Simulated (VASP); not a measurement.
# TiO2 (C2/c) in VASP: a series of runs

Aim: see how the results for TiO2 move with the level of theory and the settings. Levels: PBE+U, PBE. Tasks: single point.

Program: VASP 6.6.1. These are calculated values, not measurements. Logs are shortened: lines on timing, memory, paths and dates and some standing lists are left out, and cuts for length are marked.

## 1. The cell of the first run

The structure is monoclinic, space group C2/c (No. 15). Conventional cell: a = 5.412 Å, b = 5.413 Å, c = 5.472 Å, α = 90.00°, β = 118.77°, γ = 90.00°. Ti (site symmetry 2) has 6 O at 1.93 to 2.00 Å within 2.6 Å. O (site symmetry 1) has 3 Ti at 1.93 to 2.00 Å and 2 O at 2.50 Å within 2.6 Å.

## 2. Single point, PBE+U

The input, INCAR:

```
SYSTEM = TiO2
PREC = Accurate
ENCUT = 520
EDIFF = 1E-6
ISMEAR = -1
SIGMA = 0.05
LREAL = .False.
LASPH = .True.
NELM = 150
ALGO = Normal
ISIF = 2
LWAVE = .False.
LCHARG = .True.
LMAXMIX = 4
LDAU = .True.
LDAUTYPE = 2
LDAUL = 2 -1
LDAUU = 5 0
LDAUJ = 0 0
LDAUPRINT = 1
GGA = PE
LELF = .True.
LVHAR = .True.
NBANDS = 33
```

The input, KPOINTS:

```
Automatic mesh
0
Gamma
  8 8 6
  0 0 0
```

The input, POSCAR:

```
TiO2
1.0
    2.7060340000     -2.7066550000      0.0000000000
    2.7060340000      2.7066550000      0.0000000000
   -2.6335310000      0.0000000000      4.7966370000
Ti O
2 4
Direct
    0.8658900000      0.1341100000      0.7500000000
    0.1341100000      0.8658900000      0.2500000000
    0.0887550000      0.3312210000      0.1671490000
    0.9112450000      0.6687790000      0.8328510000
    0.6687790000      0.9112450000      0.3328510000
    0.3312210000      0.0887550000      0.6671490000
```

Potentials or basis: VASP PAW PBE potentials, release 64 (Ti_sv, O).

Run with:

```
> cat potpaw_PBE.64/Ti_sv/POTCAR potpaw_PBE.64/O/POTCAR > POTCAR
> mpirun -np 1 vasp_std > vasp.out
```

OUTCAR:

```text
SYSTEM = TiO2
   PREC = Accurate
   ENCUT = 520
   EDIFF = 1E-6
   ISMEAR = -1
   LREAL = .False.
   LASPH = .True.
   NELM = 150
   ISIF = 2
   GGA = PE

 ion  position               nearest neighbor table
   1  0.866  0.134  0.750-   4 1.93   6 1.93   6 1.98   4 1.98   3 2.00   5 2.00
   2  0.134  0.866  0.250-   5 1.93   3 1.93   5 1.98   3 1.98   6 2.00   4 2.00
   3  0.089  0.331  0.167-   2 1.93   2 1.98   1 2.00
   4  0.911  0.669  0.833-   1 1.93   1 1.98   2 2.00
   5  0.669  0.911  0.333-   2 1.93   2 1.98   1 2.00
   6  0.331  0.089  0.667-   1 1.93   1 1.98   2 2.00

  LATTYP: Found a base centered monoclinic cell.
 ALAT       =     5.4120680000
 B/A-ratio  =     1.0002294871
 C/A-ratio  =     1.0110809974
 COS(beta)  =    -0.4812705001

  Lattice vectors:

 A1 = (   2.7060340000,  -2.7066550000,   0.0000000000)
 A2 = (   2.7060340000,   2.7066550000,   0.0000000000)
 A3 = (  -2.6335310000,   0.0000000000,   4.7966370000)

Analysis of symmetry for initial positions (statically):
=====================================================================
 Subroutine PRICEL returns:
 Original cell was already a primitive cell.

 Routine SETGRP: Setting up the symmetry group for a
 base centered monoclinic supercell.

 Subroutine GETGRP returns: Found  4 space group operations
 (whereof  2 operations were pure point group operations)
 out of a pool of  4 trial point group operations.

The static configuration has the point symmetry S_2 .
 The point group associated with its full space group is C_2h.

Analysis of symmetry for dynamics (positions and initial velocities):
=====================================================================
 Subroutine PRICEL returns:
 Original cell was already a primitive cell.

 Routine SETGRP: Setting up the symmetry group for a
 base centered monoclinic supercell.

 Subroutine GETGRP returns: Found  4 space group operations
 (whereof  2 operations were pure point group operations)
 out of a pool of  4 trial point group operations.

The dynamic configuration has the point symmetry S_2 .
 The point group associated with its full space group is C_2h.

 Subroutine INISYM returns: Found  4 space group operations
 (whereof  2 operations are pure point group operations),
 and found     1 'primitive' translations

----------------------------------------------------------------------------------------

                                     Primitive cell

  volume of cell :      70.2640

  direct lattice vectors                    reciprocal lattice vectors
     2.706034000 -2.706655000  0.000000000     0.184772253 -0.184729860  0.101446796
     2.706034000  2.706655000  0.000000000     0.184772253  0.184729860  0.101446796
    -2.633531000  0.000000000  4.796637000     0.000000000  0.000000000  0.208479399

  length of vectors
     3.827349122  3.827349122  5.472039111     0.280280858  0.280280858  0.208479399

  position of ions in fractional coordinates (direct lattice)
     0.865890000  0.134110000  0.750000000
     0.134110000  0.865890000  0.250000000
     0.088755000  0.331221000  0.167149000
     0.911245000  0.668779000  0.832851000
     0.668779000  0.911245000  0.332851000
     0.331221000  0.088755000  0.667149000

  ion indices of the primitive-cell ions
[... 110 lines left out ...]
   AEXX    =    0.0000 exact exchange contribution
   IVDW    =     0    specifies the selected vdW correction
   LEPSILON=     F    determine dielectric tensor
   LRPA    =     F    only Hartree local field effects (RPA)
 non-spin polarized calculation
  energy-cutoff  :      520.00
  volume of cell :       70.26
 maximum number of plane-waves:      1908
   NGX = 15   NGY = 15   NGZ = 21

atom =   1  type =  1  l = 2

 onsite density matrix

spin component  1

  0.2451  0.0054  0.0000 -0.0000  0.0000
  0.0054  0.0954 -0.0000  0.0000  0.0000
  0.0000 -0.0000  0.2454  0.0003 -0.0003
 -0.0000  0.0000  0.0003  0.0949  0.0018
  0.0000  0.0000 -0.0003  0.0018  0.1003

spin component  2

  0.2451  0.0054  0.0000 -0.0000  0.0000
  0.0054  0.0954 -0.0000  0.0000  0.0000
  0.0000 -0.0000  0.2454  0.0003 -0.0003
 -0.0000  0.0000  0.0003  0.0949  0.0018
  0.0000  0.0000 -0.0003  0.0018  0.1003

 occupancies and eigenvectors

  o =  0.0943  v =  0.0000  0.0000 -0.0023  0.9560 -0.2934  0.0000  0.0000  0.0000  0.0000  0.0000      0.0000  0.0000  0.0000  0.0000  0.0000  0.0000  0.0000  0.0000  0.0000  0.0000
  o =  0.0943  v =  0.0000  0.0000  0.0000  0.0000  0.0000  0.0000  0.0000 -0.0023  0.9560 -0.2934      0.0000  0.0000  0.0000  0.0000  0.0000  0.0000  0.0000  0.0000  0.0000  0.0000
  o =  0.0952  v =  0.0000  0.0000  0.0000  0.0000  0.0000 -0.0360  0.9994  0.0000 -0.0000  0.0000      0.0000  0.0000  0.0000  0.0000  0.0000  0.0000  0.0000  0.0000  0.0000  0.0000
  o =  0.0952  v = -0.0360  0.9994  0.0000 -0.0000  0.0000  0.0000  0.0000  0.0000  0.0000  0.0000      0.0000  0.0000  0.0000  0.0000  0.0000  0.0000  0.0000  0.0000  0.0000  0.0000
  o =  0.1009  v =  0.0000 -0.0000  0.0017  0.2934  0.9560  0.0000  0.0000  0.0000  0.0000  0.0000      0.0000  0.0000  0.0000  0.0000  0.0000  0.0000  0.0000  0.0000  0.0000  0.0000
  o =  0.1009  v =  0.0000  0.0000  0.0000  0.0000  0.0000  0.0000 -0.0000  0.0017  0.2934  0.9560      0.0000  0.0000  0.0000  0.0000  0.0000  0.0000  0.0000  0.0000  0.0000  0.0000
  o =  0.2453  v = -0.9994 -0.0360 -0.0000  0.0000 -0.0000  0.0000  0.0000  0.0000  0.0000  0.0000      0.0000  0.0000  0.0000  0.0000  0.0000  0.0000  0.0000  0.0000  0.0000  0.0000
  o =  0.2453  v =  0.0000  0.0000  0.0000  0.0000  0.0000 -0.9994 -0.0360 -0.0000  0.0000 -0.0000      0.0000  0.0000  0.0000  0.0000  0.0000  0.0000  0.0000  0.0000  0.0000  0.0000
  o =  0.2454  v =  0.0000 -0.0000  1.0000  0.0017 -0.0023  0.0000  0.0000  0.0000  0.0000  0.0000      0.0000  0.0000  0.0000  0.0000  0.0000  0.0000  0.0000  0.0000  0.0000  0.0000
  o =  0.2454  v =  0.0000  0.0000  0.0000  0.0000  0.0000  0.0000 -0.0000  1.0000  0.0017 -0.0023      0.0000  0.0000  0.0000  0.0000  0.0000  0.0000  0.0000  0.0000  0.0000  0.0000

atom =   2  type =  1  l = 2

 onsite density matrix

spin component  1

  0.2451  0.0054  0.0000 -0.0000  0.0000
  0.0054  0.0954 -0.0000  0.0000  0.0000
  0.0000 -0.0000  0.2454  0.0003 -0.0003
 -0.0000  0.0000  0.0003  0.0949  0.0018
  0.0000  0.0000 -0.0003  0.0018  0.1003

spin component  2

  0.2451  0.0054  0.0000 -0.0000  0.0000
  0.0054  0.0954 -0.0000  0.0000  0.0000
  0.0000 -0.0000  0.2454  0.0003 -0.0003
 -0.0000  0.0000  0.0003  0.0949  0.0018
  0.0000  0.0000 -0.0003  0.0018  0.1003

 occupancies and eigenvectors

  o =  0.0943  v =  0.0000  0.0000 -0.0023  0.9560 -0.2934  0.0000  0.0000  0.0000  0.0000  0.0000      0.0000  0.0000  0.0000  0.0000  0.0000  0.0000  0.0000  0.0000  0.0000  0.0000
  o =  0.0943  v =  0.0000  0.0000  0.0000  0.0000  0.0000  0.0000  0.0000 -0.0023  0.9560 -0.2934      0.0000  0.0000  0.0000  0.0000  0.0000  0.0000  0.0000  0.0000  0.0000  0.0000
  o =  0.0952  v =  0.0000  0.0000  0.0000  0.0000  0.0000 -0.0360  0.9994  0.0000 -0.0000  0.0000      0.0000  0.0000  0.0000  0.0000  0.0000  0.0000  0.0000  0.0000  0.0000  0.0000
  o =  0.0952  v = -0.0360  0.9994  0.0000 -0.0000  0.0000  0.0000  0.0000  0.0000  0.0000  0.0000      0.0000  0.0000  0.0000  0.0000  0.0000  0.0000  0.0000  0.0000  0.0000  0.0000
  o =  0.1009  v =  0.0000 -0.0000  0.0017  0.2934  0.9560  0.0000  0.0000  0.0000  0.0000  0.0000      0.0000  0.0000  0.0000  0.0000  0.0000  0.0000  0.0000  0.0000  0.0000  0.0000
  o =  0.1009  v =  0.0000  0.0000  0.0000  0.0000  0.0000  0.0000 -0.0000  0.0017  0.2934  0.9560      0.0000  0.0000  0.0000  0.0000  0.0000  0.0000  0.0000  0.0000  0.0000  0.0000
  o =  0.2453  v = -0.9994 -0.0360 -0.0000  0.0000 -0.0000  0.0000  0.0000  0.0000  0.0000  0.0000      0.0000  0.0000  0.0000  0.0000  0.0000  0.0000  0.0000  0.0000  0.0000  0.0000
  o =  0.2453  v =  0.0000  0.0000  0.0000  0.0000  0.0000 -0.9994 -0.0360 -0.0000  0.0000 -0.0000      0.0000  0.0000  0.0000  0.0000  0.0000  0.0000  0.0000  0.0000  0.0000  0.0000
  o =  0.2454  v =  0.0000 -0.0000  1.0000  0.0017 -0.0023  0.0000  0.0000  0.0000  0.0000  0.0000      0.0000  0.0000  0.0000  0.0000  0.0000  0.0000  0.0000  0.0000  0.0000  0.0000
  o =  0.2454  v =  0.0000  0.0000  0.0000  0.0000  0.0000  0.0000 -0.0000  1.0000  0.0017 -0.0023      0.0000  0.0000  0.0000  0.0000  0.0000  0.0000  0.0000  0.0000  0.0000  0.0000

 number of electron      47.9999994 magnetization

 Free energy of the ion-electron system (eV)
  ---------------------------------------------------
  ext. energy  EPLUGINS =         0.00000000
  ---------------------------------------------------
  free energy    TOTEN  =       -47.19484271 eV

  energy without entropy =      -47.19484271  energy(sigma->0) =      -47.19484271

 E-fermi :   4.6307     XC(G=0): -10.6036

 val. band max:        3.4211100573   @ k =   0.5000   0.5000   0.0000
 cond. band min:       6.1831067762   @ k =   0.0000   0.0000   0.0000
 fundamental gap:      2.7619967190
 Fermi energy:         4.6307073217

 k-point     1 :       0.0000    0.0000    0.0000
  band No.  band energies     occupation
      1     -54.3499      2.00000
      2     -54.3004      2.00000
      3     -30.6989      2.00000
      4     -30.4982      2.00000
      5     -30.4974      2.00000
      6     -30.4419      2.00000
[... 853 lines left out ...]
     32       9.0988      0.00000
     33       9.3389      0.00000

 [... further k-points ...]

------------------------ aborting loop because EDIFF is reached ----------------------------------------

  FORCE on cell =-STRESS in cart. coord.  units (eV):
  Direction    XX          YY          ZZ          XY          YZ          ZX
  --------------------------------------------------------------------------------------
  -------------------------------------------------------------------------------------
  Total        3.4993749      3.4556114      2.9258211      0.0000000      0.0000000      0.1824547
  in kB       79.7935987     78.7956928     66.7152865      0.0000000      0.0000000      4.1603762
  external PRESSURE =      75.1015260 kB  Pullay stress =       0.0000000 kB

 VOLUME and BASIS-vectors are now :
 -----------------------------------------------------------------------------
  energy-cutoff  :      520.00
  volume of cell :       70.26
      direct lattice vectors                 reciprocal lattice vectors
     2.706034000 -2.706655000  0.000000000     0.184772253 -0.184729860  0.101446796
     2.706034000  2.706655000  0.000000000     0.184772253  0.184729860  0.101446796
    -2.633531000  0.000000000  4.796637000     0.000000000  0.000000000  0.208479399

 POSITION                                       TOTAL-FORCE (eV/Angst)
 -----------------------------------------------------------------------------------
      0.73089     -1.98068      3.59748         0.000000     -0.302618     -0.000000
      2.04765      1.98068      1.19916         0.000000      0.302618     -0.000000
      0.69628      0.65627      0.80175        -0.106235     -0.075708      0.022448
      2.08226     -0.65627      3.99488         0.106235      0.075708     -0.022448
      3.39903      0.65627      1.59657         0.106235     -0.075708     -0.022448
     -0.62049     -0.65627      3.20007        -0.106235      0.075708      0.022448
 -----------------------------------------------------------------------------------
    total drift:                               -0.000000      0.000000     -0.000000

  FREE ENERGIE OF THE ION-ELECTRON SYSTEM (eV)
  ---------------------------------------------------
  free  energy   TOTEN  =       -47.1948427086 eV

  energy  without entropy=      -47.1948427086  energy(sigma->0) =      -47.19484271
```

It took 2.9 min on 1 thread of AMD EPYC 9R45 (Zen 5), shared host; peak memory 0.28 GiB.

Results:

- Free energy: -47.1948 eV
- Pressure: 7.5 GPa
- Largest force: 0.303 eV/Å
- Band gap on the k mesh: 2.76 eV (least direct gap 3.14 eV)

Forces on the atoms (eV/Å):
```
Ti   0.000 -0.303  0.000
Ti   0.000  0.303  0.000
O   -0.106 -0.076  0.022
O    0.106  0.076 -0.022
O    0.106 -0.076 -0.022
O   -0.106  0.076  0.022
```

Stress tensor (GPa, compression positive):
```
7.98 0.00 0.42
0.00 7.88 0.00
0.42 0.00 6.67
```

Eigenvalues of the final occupation matrices:
```tsv
site	spin	trace	eigenvalues
site 1 d	1	0.78	0.09 0.10 0.10 0.25 0.25
site 1 d	2	0.78	0.09 0.10 0.10 0.25 0.25
site 2 d	1	0.78	0.09 0.10 0.10 0.25 0.25
site 2 d	2	0.78	0.09 0.10 0.10 0.25 0.25
```

Caveat: the cell stands under pressure. A k mesh can miss the band edges.

## 3. Single point, PBE+U

The input, INCAR:

```
PREC = Accurate
ENCUT = 520
EDIFF = 1E-6
ISMEAR = -1
SIGMA = 0.05
LREAL = F
LASPH = T
NELM = 150
ALGO = Normal
ISIF = 2
LWAVE = F
LCHARG = F
LMAXMIX = 4
LDAU = T
LDAUTYPE = 2
LDAUL = 2 -1
LDAUU = 6 0
LDAUJ = 0 0
LDAUPRINT = 1
GGA = PE
NBANDS = 33
```

The input, KPOINTS:

```
Automatic mesh
0
Gamma
  8 8 6
```

POSCAR is that of step 2.

Potentials or basis: VASP PAW PBE potentials, release 64 (Ti_sv, O).

Run with:

```
> cat potpaw_PBE.64/Ti_sv/POTCAR potpaw_PBE.64/O/POTCAR > POTCAR
> mpirun -np 1 vasp_std > vasp.out
```

Run time: 3.1 min. Hardware: 1 thread of AMD EPYC 9R45 (Zen 5), shared host; peak memory 0.29 GiB.

The run converged. Its results:

```yaml
Free_energy: -45.9430 eV
Pressure: 9.2 GPa
Largest_force: 0.351 eV/Å
Band_gap_on_the_k_mesh: 2.92 eV (least direct gap 3.30 eV)
```

Forces on the atoms (eV/Å):
```
Ti   0.000 -0.351  0.000
Ti   0.000  0.351  0.000
O   -0.128 -0.097  0.050
O    0.128  0.097 -0.050
O    0.128 -0.097 -0.050
O   -0.128  0.097  0.050
```

Stress tensor (GPa, compression positive):
```
9.82 0.00 0.55
0.00 9.71 0.00
0.55 0.00 8.19
```

Levels at points of the mesh, in eV from the valence-band top:
```csv
k point,band 20,band 21,band 22,band 23,band 24,band 25,band 26,band 27,band 28,band 29
"(0.00, 0.00, 0.00)",-0.81,-0.75,-0.75,-0.45,-0.45,2.92,3.69,4.51,4.52,4.63
"(0.50, 0.00, 0.00)",-1.92,-1.73,-0.98,-0.92,-0.70,4.05,4.07,4.12,4.44,4.84
"(0.50, 0.50, 0.00)",-2.36,-2.14,-1.88,-0.02,0.00,4.08,4.08,4.31,4.60,5.45
"(0.00, 0.00, 0.50)",-1.45,-1.32,-1.32,-0.17,-0.17,3.29,3.29,4.53,4.53,4.64
"(0.50, 0.00, 0.50)",-1.90,-1.75,-0.98,-0.90,-0.70,3.92,4.18,4.21,4.29,4.91
"(0.50, 0.50, 0.50)",-2.50,-2.01,-2.01,-0.02,-0.02,4.08,4.08,4.46,4.46,5.48
```

Eigenvalues of the final occupation matrices:
```tsv
site	spin	trace	eigenvalues
site 1 d	1	0.76	0.09 0.09 0.10 0.24 0.24
site 1 d	2	0.76	0.09 0.09 0.10 0.24 0.24
site 2 d	1	0.76	0.09 0.09 0.10 0.24 0.24
site 2 d	2	0.76	0.09 0.09 0.10 0.24 0.24
```

Caveat: the cell stands under pressure.

## 4. Single point, PBE

This run uses another cell than the first one, of 11.24 Å³/atom.

The input, INCAR:

```
ALGO = Normal
EDIFF = 1E-6
ENCUT = 520
GGA = PE
ISIF = 2
ISMEAR = -1
LASPH = True
LCHARG = False
LREAL = False
LWAVE = False
NBANDS = 33
NELM = 100
PREC = Accurate
SIGMA = 0.05
```

The input, KPOINTS:

```
k-points
0
Gamma
  6 6 5
```

Edit POSCAR of step 3 so:

```diff
@@ -4,3 +4,3 @@
     2.7060340000      2.7066550000      0.0000000000
-   -2.6335310000      0.0000000000      4.7966370000
+   -2.6335310000      0.0000000000      4.6047715200
 Ti O
```

Run with:

```
> cat potpaw_PBE.64/Ti_sv/POTCAR potpaw_PBE.64/O/POTCAR > POTCAR
> mpirun -np 1 vasp_std > vasp.out
```

It took 3.8 min on 1 thread of Intel Xeon 8259CL, shared host; peak memory 0.24 GiB.

It converged, with:

- Free energy: -53.7124 eV
- Pressure: 8.9 GPa
- Largest force: 0.758 eV/Å
- Band gap on the k mesh: 2.12 eV (least direct gap 2.43 eV)

Forces in eV/Å, atoms in the order of the input:
```
Ti   0.000 -0.028  0.000
Ti   0.000  0.028  0.000
O    0.002 -0.021  0.757
O   -0.002  0.021 -0.757
O   -0.002 -0.021 -0.757
O    0.002  0.021  0.757
```

Stress tensor (GPa, compression positive):
```
 4.55  0.00  0.21
 0.00  4.51  0.00
 0.21  0.00 17.73
```

Levels at points of the mesh, in eV from the valence-band top:
| k point | band 22 | band 23 | band 24 | band 25 | band 26 | band 27 |
| --- | --- | --- | --- | --- | --- | --- |
| (0.00, 0.00, 0.00) | -0.55 | -0.46 | -0.45 | 2.12 | 3.00 | 4.04 |
| (0.50, 0.00, 0.00) | -0.91 | -0.70 | -0.50 | 3.33 | 3.53 | 3.62 |
| (0.50, 0.50, 0.00) | -1.76 | 0.00 | 0.00 | 3.48 | 3.53 | 3.77 |

Caveat: the stress differs along the axes, from 5 to 18 GPa. A k mesh can miss the band edges.

## 5. Single point, PBE

This run uses another cell than the first one, of 11.48 Å³/atom.

The input, INCAR:

```
SYSTEM = TiO2
PREC = Accurate
ENCUT = 520
EDIFF = 1E-6
ISMEAR = -1
SIGMA = 0.05
LREAL = .False.
LASPH = .True.
NELM = 100
ALGO = Normal
ISIF = 2
LWAVE = .False.
LCHARG = .False.
GGA = PE
NBANDS = 33
```

The input, KPOINTS:

```
Automatic mesh
0
Gamma
  6 6 5
  0 0 0
```

Edit POSCAR of step 4 so:

```diff
@@ -4,3 +4,3 @@
     2.7060340000      2.7066550000      0.0000000000
-   -2.6335310000      0.0000000000      4.6047715200
+   -2.6335310000      0.0000000000      4.7007042600
 Ti O
```

Run with:

```
> cat potpaw_PBE.64/Ti_sv/POTCAR potpaw_PBE.64/O/POTCAR > POTCAR
> mpirun -np 1 vasp_std > vasp.out
```

Wall time 3.6 min (1 thread of Intel Xeon 8259CL, shared host); peak memory 0.24 GiB.

The run converged. Its results:

```
Free energy            : -53.8236 eV
Pressure               : 3.5 GPa
Largest force          : 0.274 eV/Å
Band gap on the k mesh : 2.08 eV (least direct gap 2.40 eV)
```

Forces in eV/Å, atoms in the order of the input:
```
Ti   0.000 -0.050  0.000
Ti   0.000  0.050  0.000
O    0.000  0.005  0.274
O    0.000 -0.005 -0.274
O    0.000  0.005 -0.274
O    0.000 -0.005  0.274
```

Stress tensor (GPa, compression positive):
```
 1.56  0.00 -0.04
 0.00  1.52  0.00
-0.04  0.00  7.54
```

Levels at points of the mesh, in eV from the valence-band top:
| k point | band 20 | band 21 | band 22 | band 23 | band 24 | band 25 | band 26 | band 27 | band 28 | band 29 |
| --- | --- | --- | --- | --- | --- | --- | --- | --- | --- | --- |
| (0.00, 0.00, 0.00) | -0.71 | -0.66 | -0.64 | -0.44 | -0.44 | 2.08 | 2.88 | 3.91 | 3.92 | 3.96 |
| (0.50, 0.00, 0.00) | -1.99 | -1.86 | -0.90 | -0.78 | -0.56 | 3.26 | 3.43 | 3.49 | 3.76 | 4.21 |
| (0.50, 0.50, 0.00) | -2.44 | -2.14 | -1.81 | -0.01 | 0.00 | 3.34 | 3.38 | 3.63 | 4.00 | 4.77 |

Caveat: the stress differs along the axes, from 2 to 8 GPa. A k mesh can miss the band edges.

## 6. Summary

| level | U | cell | k mesh | gap on the mesh (eV) | pressure (GPa) | largest force (eV/Å) |
| --- | --- | --- | --- | --- | --- | --- |
| PBE+U | Ti d U = 5.0 eV | a = 3.827, b = 3.827, c = 5.472 Å, angles 109.9, 109.9, 90.0°, 6 atoms | 8 × 8 × 6 | 2.76 | 7.5 | 0.30 |
| PBE+U | Ti d U = 6.0 eV | a = 3.827, b = 3.827, c = 5.472 Å, angles 109.9, 109.9, 90.0°, 6 atoms | 8 × 8 × 6 | 2.92 | 9.2 | 0.35 |
| PBE | - | a = 3.827, b = 3.827, c = 5.305 Å, angles 110.5, 110.5, 90.0°, 6 atoms | 6 × 6 × 5 | 2.12 | 8.9 | 0.76 |
| PBE | - | a = 3.827, b = 3.827, c = 5.388 Å, angles 110.2, 110.2, 90.0°, 6 atoms | 6 × 6 × 5 | 2.08 | 3.5 | 0.27 |

Alike in all rows: task single point; potentials or basis VASP PAW PBE potentials, release 64 (Ti_sv, O); no spin polarisation; cutoff (eV) 520; smearing fermi-dirac 0.05 eV.

Caveats: the cell stands under pressure (at least some runs); the stress differs along the axes, from 5 to 18 GPa (at least some runs); the stress differs along the axes, from 2 to 8 GPa (at least some runs).

Absolute energies hang on the potentials; compare differences alone.
